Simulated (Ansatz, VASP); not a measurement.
**ZnS in VASP and in Ansatz**

File INCAR:

```
  ALGO = Normal
  EDIFF = 1E-6
  ENCUT = 520
  GGA = PE
  ISIF = 2
  ISMEAR = 0
  LASPH = True
  LCHARG = False
  LREAL = False
  LWAVE = False
  NBANDS = 26
  NELM = 60
  PREC = Accurate
  SIGMA = 0.05
```

File KPOINTS:

```
k-points
0
Gamma
  9 9 4
```

POSCAR

```
ZnS
1.0
    3.9350570224      0.0000000000      0.0000000000
   -1.9675285112      3.4078593468      0.0000000000
    0.0000000000      0.0000000000      6.0202437386
Zn S
2 2
Direct
    0.3333333333      0.6666666667      0.0052003725
    0.6666666667      0.3333333333      0.5052003725
    0.3333333333      0.6666666667      0.4062443104
    0.6666666667      0.3333333333      0.9062443104
```

Input for Ansatz:

```yaml
crystal:
  lattice:
    - [3.9350570224, 0.0, 0.0]
    - [-1.9675285112, 3.4078593468, 0.0]
    - [0.0, 0.0, 6.0202437386]
  atoms:
    - { symbol: Zn, position: [0.3333333333, 0.6666666667, 0.0052003725] }
    - { symbol: Zn, position: [0.6666666667, 0.3333333333, 0.5052003725] }
    - { symbol: S, position: [0.3333333333, 0.6666666667, 0.4062443104] }
    - { symbol: S, position: [0.6666666667, 0.3333333333, 0.9062443104] }
basis:
  ecutwfc: 520.0
kpoints:
  mp_grid: { grid: [9, 9, 4] }
hamiltonian:
  xc: pbe
scf:
  occupations: { method: gaussian, width: 0.05 }
output:
  forces: true
  stress: true
  eigenvalues: true
```

Alike in both runs: task single point; functional PBE; k mesh 9 × 9 × 4; occupations gaussian, width 0.05 eV; no spin polarisation.

|  | VASP | Ansatz |
| --- | --- | --- |
| version | VASP 6.6.1 | Ansatz 0.2.0 |
| potentials or method | VASP PAW PBE potentials, release 64 (Zn, S), cutoff 520 eV | scalar-relativistic, plane waves, PAW |
| valence electrons in the cell | 36 | 36 |

|  | VASP | Ansatz | Ansatz less VASP |
| --- | --- | --- | --- |
| gap on the k mesh at the Fermi level (eV) | 1.94 | 1.94 | -0.001 |
| least direct gap on the mesh (eV) | 1.94 | 1.94 | -0.001 |
| pressure (GPa) | 0.1 | -0.1 | -0.15 |
| traceless stress, the component that is largest in VASP (GPa) | 2.20 | 2.22 | +0.019 |
| rms of the force components (eV/Å) | 0.208 | 0.208 | -0.0001 |

Atom by atom the forces differ by 0.000 eV/Å (rms over components). With one functional, cell and mesh, what is left measures potentials, basis and numerics.
